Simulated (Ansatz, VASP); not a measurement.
**MoS: VASP beside Ansatz**

```
CELL_PARAMETERS angstrom
2.97064 0.00000 0.00000
0.00000 2.97064 0.00000
0.00000 0.00000 2.97064
ATOMIC_POSITIONS crystal
Mo 0.00000 0.00000 0.00000
S 0.50000 0.50000 0.50000
```

Alike in both runs: functional PBEsol; k mesh 14 × 14 × 14; occupations gaussian, width 0.1 eV; no spin polarisation.

Ansatz relaxed the structure, and its values are those at the end. VASP's run is a single point on that final structure, the one shown.

```csv
,VASP,Ansatz
version,VASP 6.6.1,Ansatz 0.2.0
potentials or method,"VASP PAW PBE potentials, release 64 (Mo_sv, S), cutoff 520 eV","scalar-relativistic, plane waves, PAW"
valence electrons in the cell,20,20
```

VASP gave:

* gap on the k mesh at the Fermi level (eV): none
* pressure (GPa): 0.5

Q: Which values does Ansatz return?

A: gap on the k mesh at the Fermi level (eV): none; pressure (GPa): 0.0.

VASP's potentials were made for PBE, not for PBEsol. A gap of «none» marks a metal or a gap that the smearing closes.
